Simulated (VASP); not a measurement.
# Ru (I4_1/amd) in VASP: relaxation of cell and atoms with LDA

Aim: the relaxation of cell and atoms of Ru with LDA.

Program: VASP 6.6.1. These are calculated values, not measurements. Logs are shortened: lines on timing, memory, paths and dates and some standing lists are left out, and cuts for length are marked.

### 1 The cell of the first run

It takes space group I4_1/amd (No. 141, tetragonal). The conventional cell has a = 4.199 Å, b = 4.199 Å, c = 2.266 Å, α = 90.00°, β = 90.00°, γ = 90.00°. Within 2.9 Å of Ru (site symmetry -4m2) lie 10 Ru at 2.17 to 2.70 Å.

### 2 Relaxation of cell and atoms, LDA, target pressure 250 GPa, at which the enthalpy is minimised

INCAR

```
SYSTEM = Ru
ALGO     = Normal         ! electronic algorithm
EDIFF    = 1E-7           ! SCF threshold, eV
EDIFFG   = -0.005         ! ionic threshold
ENCUT    = 600            ! plane-wave cutoff, eV
IBRION   = 2              ! ionic algorithm
ISIF     = 3              ! what is computed and relaxed
ISMEAR   = -1             ! smearing method
LASPH    = .TRUE.         ! aspherical terms in the spheres
LCHARG   = .FALSE.        ! write CHGCAR
LREAL    = .FALSE.        ! projectors in reciprocal space
LWAVE    = .FALSE.        ! write WAVECAR
NELM     = 60             ! most SCF steps
NSW      = 32             ! ionic steps
PREC     = Accurate       ! precision mode
PSTRESS  = 2500.0       
SIGMA    = 0.1            ! smearing width, eV
```

KPOINTS

```
k-points
0
G
  19 19 19
  0 0 0
```

POSCAR

```
Ru
1.0
   -2.0993180452      2.0993180452      1.1327791967
    2.0993180452     -2.0993180452      1.1327791967
    2.0993180452      2.0993180452     -1.1327791967
Ru
2
Direct
   -0.3750000000     -0.1250000000     -0.2500000000
    0.3750000000      0.1250000000      0.2500000000
```

Potentials or basis: VASP PAW LDA potentials, release 64 (Ru_pv).

The run is started by

```console
$ cat potpaw_LDA.64/Ru_pv/POTCAR > POTCAR
$ mpirun -np 1 vasp_std > vasp.out
```

OUTCAR:

```text
SYSTEM = Ru
   EDIFF = 1E-7
   EDIFFG = -0.005
   ENCUT = 600
   IBRION = 2
   ISIF = 3
   ISMEAR = -1
   LASPH = .TRUE.
   LREAL = .FALSE.
   NELM = 60
   NSW = 32
   PREC = Accurate
   PSTRESS = 2500.0

 ion  position               nearest neighbor table
   1  0.625  0.875  0.750-   2 2.17   2 2.17   2 2.17   2 2.17   2 2.70   2 2.70   2 2.70   2 2.70

   2  0.375  0.125  0.250-   1 2.17   1 2.17   1 2.17   1 2.17   1 2.70   1 2.70   1 2.70   1 2.70

  LATTYP: Found a body centered tetragonal cell.
 ALAT       =     4.1986360904
 C/A-ratio  =     0.5395938930

  Lattice vectors:

 A1 = (  -2.0993180452,   2.0993180452,   1.1327791967)
 A2 = (   2.0993180452,  -2.0993180452,   1.1327791967)
 A3 = (   2.0993180452,   2.0993180452,  -1.1327791967)

Analysis of symmetry for initial positions (statically):
=====================================================================
 Subroutine PRICEL returns:
 Original cell was already a primitive cell.

 Routine SETGRP: Setting up the symmetry group for a
 body centered tetragonal supercell.

 Subroutine GETGRP returns: Found 16 space group operations
 (whereof  4 operations were pure point group operations)
 out of a pool of 16 trial point group operations.

The static configuration has the point symmetry C_2h.
 The point group associated with its full space group is D_4h.

Analysis of symmetry for dynamics (positions and initial velocities):
=====================================================================
 Subroutine PRICEL returns:
 Original cell was already a primitive cell.

 Routine SETGRP: Setting up the symmetry group for a
 body centered tetragonal supercell.

 Subroutine GETGRP returns: Found 16 space group operations
 (whereof  4 operations were pure point group operations)
 out of a pool of 16 trial point group operations.

The dynamic configuration has the point symmetry C_2h.
 The point group associated with its full space group is D_4h.

 Subroutine INISYM returns: Found 16 space group operations
 (whereof  4 operations are pure point group operations),
 and found     1 'primitive' translations

----------------------------------------------------------------------------------------

                                     Primitive cell

  volume of cell :      19.9692

  direct lattice vectors                    reciprocal lattice vectors
    -2.099318045  2.099318045  1.132779197     0.000000000  0.238172582  0.441392287
     2.099318045 -2.099318045  1.132779197     0.238172582  0.000000000  0.441392287
     2.099318045  2.099318045 -1.132779197     0.238172582  0.238172582  0.000000000

  length of vectors
     3.177650267  3.177650267  3.177650267     0.501550924  0.501550924  0.336826896

  position of ions in fractional coordinates (direct lattice)
     0.625000000  0.875000000  0.750000000
     0.375000000  0.125000000  0.250000000

  ion indices of the primitive-cell ions
   primitive index   ion index
                 1           1
                 2           2

----------------------------------------------------------------------------------------

 KPOINTS: k-points

Automatic generation of k-mesh.
 Grid dimensions read from file:
 generate k-points for:   19   19   19

 Generating k-lattice:

  Cartesian coordinates                     Fractional coordinates (reciprocal lattice)
     0.000000000  0.012535399  0.023231173     0.052631579  0.000000000  0.000000000
     0.012535399  0.000000000  0.023231173     0.000000000  0.052631579  0.000000000
     0.012535399  0.012535399  0.000000000     0.000000000  0.000000000  0.052631579

  Length of vectors
     0.026397417  0.026397417  0.017727731

  Shift w.r.t. Gamma in fractional coordinates (k-lattice)
     0.000000000  0.000000000  0.000000000

 Subroutine IBZKPT returns following result:
 ===========================================

 Found    550 irreducible k-points:

 Following reciprocal coordinates:
            Coordinates               Weight
  0.000000  0.000000  0.000000      1.000000
  0.052632  0.000000 -0.000000      8.000000
  0.105263  0.000000 -0.000000      8.000000
  0.157895  0.000000  0.000000      8.000000
  0.210526  0.000000  0.000000      8.000000
  0.263158  0.000000  0.000000      8.000000
[... 16 lines left out ...]
 -0.315789  0.052632  0.000000     16.000000
 -0.263158  0.052632  0.000000     16.000000
 [... further k-points ...]
   k-points           NKPTS =    550   k-points in BZ     NKDIM =    550   number of bands    NBANDS=     18
   number of dos      NEDOS =    301   number of ions     NIONS =      2
   total plane-waves  NPLWV =  21952
   dimension x,y,z NGX =    28 NGY =   28 NGZ =   28
   dimension x,y,z NGXF=    56 NGYF=   56 NGZF=   56
   ions per type =               2
   NGX,Y,Z   is equivalent  to a cutoff of  14.65, 14.65, 14.65 a.u.
   NGXF,Y,Z  is equivalent  to a cutoff of  29.30, 29.30, 29.30 a.u.
 SYSTEM =  Ru
   PREC   = accura    normal or accurate (medium, high low for compatibility)
   ISTART =      0    job   : 0-new  1-cont  2-samecut
   ICHARG =      2    charge: 1-file 2-atom 10-const
   ISPIN  =      1    spin polarized calculation?
   LNONCOLLINEAR =      F non collinear calculations
   LSORBIT =      F    spin-orbit coupling
   LASPH  =      T    aspherical Exc in radial PAW
   ENCUT  =  600.0 eV  44.10 Ry    6.64 a.u.   6.35  6.35  6.35*2*pi/ulx,y,z
   NELM   =     60;   NELMIN=  2; NELMDL= -5     # of ELM steps
   EDIFF  = 0.1E-06   stopping-criterion for ELM
   LREAL  =      F    real-space projection
   EDIFFG = -.5E-02   stopping-criterion for IOM
   NSW    =     32    number of steps for IOM
   IBRION =      2    ionic relax: 0-MD 1-quasi-New 2-CG
   NFREE  =      1    steps in history (QN), initial steepest desc. (CG)
   ISIF   =      3    stress and relaxation
   ISYM   =      2    0-nonsym 1-usesym 2-fastsym
   POTIM  = 0.5000    time-step for ionic-motion
   TEBEG  =    0.0;   TEEND  =   0.0 temperature during run
   PSTRESS= 2500.0 pullay stress
   NELECT =      28.0000    total number of electrons
   NUPDOWN=      -1.0000    fix difference up-down
   EMIN   =  10.00;   EMAX   =-10.00  energy-range for DOS
   EFERMI =   0.00;   METHOD = LEGACY
   ISMEAR =    -1;   SIGMA  =   0.10  broadening in eV -4-tet -1-fermi 0-gaus
   EFERMI_NEDOS =   21; number of points for ismear=-14 and -15
   IALGO  =     38    algorithm
   IMIX   =      4    mixing-type and parameters
     AMIX     =   0.40;   BMIX     =  1.00
     AMIX_MAG =   1.60;   BMIX_MAG =  1.00
  volume/ion in A,a.u.               =       9.98        67.38
  Fermi-wavevector in a.u.,A,eV,Ry     =   1.832344  3.462627 45.681333  3.357483
  Thomas-Fermi vector in A             =   2.886406
   LORBIT       =      0    0 simple, 1 ext, 2 COOP (PROOUT), +10 PAW based schemes
   GGA     = CA    functional components
   LHFCALC =     F    Hartree Fock is set to
   AEXX    =    0.0000 exact exchange contribution
   IVDW    =     0    specifies the selected vdW correction
   LEPSILON=     F    determine dielectric tensor
   LRPA    =     F    only Hartree local field effects (RPA)
 conjugate gradient relaxation of ions
 non-spin polarized calculation
  energy-cutoff  :      600.00
  volume of cell :       19.97
 maximum number of plane-waves:       689
 NGX is ok and might be reduce to    28
   NGX = 13   NGY = 13   NGZ = 13

--------------------------------------- Ionic step        1  -------------------------------------------

 number of electron      27.9999996 magnetization

 Free energy of the ion-electron system (eV)
  ---------------------------------------------------
  ext. energy  EPLUGINS =         0.00000000
  ---------------------------------------------------
  free energy    TOTEN  =       -14.14920263 eV

  energy without entropy =      -14.07569171  energy(sigma->0) =      -14.11244717

------------------------ aborting loop because EDIFF is reached ----------------------------------------

  FORCE on cell =-STRESS in cart. coord.  units (eV):
  Direction    XX          YY          ZZ          XY          YZ          ZX
  --------------------------------------------------------------------------------------
  -------------------------------------------------------------------------------------
  Total       32.1361027     32.1361027     31.8415720      0.0000000     -0.0000000      0.0000000
  in kB     2578.3510923   2578.3510923   2554.7202434      0.0000000     -0.0000000      0.0000000
  external PRESSURE =      70.4741427 kB  Pullay stress =    2500.0000000 kB

 VOLUME and BASIS-vectors are now :
 -----------------------------------------------------------------------------
  energy-cutoff  :      600.00
  volume of cell :       19.97
      direct lattice vectors                 reciprocal lattice vectors
    -2.099318045  2.099318045  1.132779197     0.000000000  0.238172582  0.441392287
     2.099318045 -2.099318045  1.132779197     0.238172582  0.000000000  0.441392287
     2.099318045  2.099318045 -1.132779197     0.238172582  0.238172582  0.000000000
[... 274 lines left out ...]
  FREE ENERGIE OF THE ION-ELECTRON SYSTEM (eV)
  ---------------------------------------------------
  free  energy   TOTEN  =       -14.3507071881 eV

  energy  without entropy=      -14.2772639399  energy(sigma->0) =      -14.31398556

  enthalpy is  TOTEN    =        17.0077162383 eV   P V=       31.3584234263

--------------------------------------- Ionic step        9  -------------------------------------------

 number of electron      27.9999996 magnetization

 Free energy of the ion-electron system (eV)
  ---------------------------------------------------
  ext. energy  EPLUGINS =         0.00000000
  ---------------------------------------------------
  free energy    TOTEN  =       -14.32699004 eV

  energy without entropy =      -14.25359101  energy(sigma->0) =      -14.29029053

 E-fermi :  19.3693     XC(G=0): -16.1915

 val. band max:       19.3681996980   @ k =  -0.2105   0.2105   0.0000
 cond. band min:      19.3696968156   @ k =  -0.1053   0.2632   0.0526
 fundamental gap:      0.0014971176
 Fermi energy:        19.3693363220

 k-point     1 :       0.0000    0.0000    0.0000
  band No.  band energies     occupation
      1     -25.8669      2.00000
      2     -25.8669      2.00000
      3     -23.0668      2.00000
      4     -23.0304      2.00000
      5     -22.9176      2.00000
      6     -22.9176      2.00000
[... 10 lines left out ...]
     17      25.0597      0.00000
     18      28.3002      0.00000
[... 463 lines left out ...]
 k-point    24 :      -0.2632    0.0526    0.0000
  band No.  band energies     occupation
      1     -25.7761      2.00000
      2     -25.3288      2.00000
      3     -24.2661      2.00000
      4     -23.9887      2.00000
      5     -23.2863      2.00000
      6     -22.8501      2.00000
[... 10 lines left out ...]
     17      23.5709      0.00000
     18      29.4669      0.00000

 [... further k-points ...]
[... 5 lines left out ...]
  --------------------------------------------------------------------------------------
  -------------------------------------------------------------------------------------
  Total       31.3323685     31.3323685     31.3318892      0.0000000      0.0000000     -0.0000000
  in kB     2499.8170702   2499.8170702   2499.7788254      0.0000000      0.0000000     -0.0000000
  external PRESSURE =      -0.1956781 kB  Pullay stress =    2500.0000000 kB

 VOLUME and BASIS-vectors are now :
 -----------------------------------------------------------------------------
  energy-cutoff  :      600.00
  volume of cell :       20.08
      direct lattice vectors                 reciprocal lattice vectors
    -2.104824859  2.104824859  1.133192416     0.000000000  0.237549456  0.441231333
     2.104824859 -2.104824859  1.133192416     0.237549456  0.000000000  0.441231333
     2.104824859  2.104824859 -1.133192416     0.237549456  0.237549456  0.000000000

 POSITION                                       TOTAL-FORCE (eV/Angst)
 -----------------------------------------------------------------------------------
      2.10482      1.05241      0.84989         0.000000      0.000000     -0.000000
     -0.00000      1.05241      0.28330        -0.000000     -0.000000      0.000000
 -----------------------------------------------------------------------------------
    total drift:                                0.000000      0.000000     -0.000000

  FREE ENERGIE OF THE ION-ELECTRON SYSTEM (eV)
  ---------------------------------------------------
  free  energy   TOTEN  =       -14.3269900427 eV

  energy  without entropy=      -14.2535910075  energy(sigma->0) =      -14.29029053

  enthalpy is  TOTEN    =        17.0076713138 eV   P V=       31.3346613565

 reached required accuracy - stopping structural energy minimisation
```

It took 39 min on 1 thread of Intel Xeon 8259CL, shared host; peak memory 0.33 GiB.

Results:

```yaml
Free_energy: -14.3270 eV
Relaxed_volume: 10.04 Å³/atom
Relaxed_cell: a = 3.185 Å, b = 3.185 Å, c = 3.185 Å, α = 97.27°, β = 97.27°, γ = 138.32°
Space_group_after_relaxing_to_0.1_Å: I4_1/amd (No. 141)
Energy_change_on_relaxing_the_run_minimises_the_enthalpy: -88.9 meV/atom
Ionic_steps: 9
Pressure_after_relaxing: 250.0 GPa
Band_gap_on_the_k_mesh: zero (bands 14 and 15 overlap by 2.94 eV)
```

The path:
| step | energy change (eV) | largest force (eV/Å) | pressure (GPa) | volume (Å³) |
| --- | --- | --- | --- | --- |
| 1 | 0.0000 | 0.0000 | 257.05 | 19.97 |
| 2 | -1.7772 | 0.0000 | 186.00 | 21.27 |
| 3 | -0.1885 | 0.0000 | 249.64 | 20.09 |
| 4 | -0.1820 | 0.0000 | 249.88 | 20.08 |
| 5 | -0.1784 | 0.0000 | 250.01 | 20.08 |
| 6 | -0.1689 | 0.0000 | 250.26 | 20.08 |
| 7 | -0.1742 | 0.0000 | 250.13 | 20.08 |
| 8 | -0.2015 | 0.0000 | 249.05 | 20.10 |
| 9 | -0.1778 | 0.0000 | 249.98 | 20.08 |

Final structure:
```xyz
2
Lattice="-2.1048 2.1048 1.1332 2.1048 -2.1048 1.1332 2.1048 2.1048 -1.1332" Properties=species:S:1:pos:R:3 pbc="T T T"
Ru    2.1048    1.0524    0.8499
Ru    0.0000    1.0524    0.2833
```

Caveat: the cell is relaxed towards a set pressure, so the run minimises the enthalpy, not the energy.
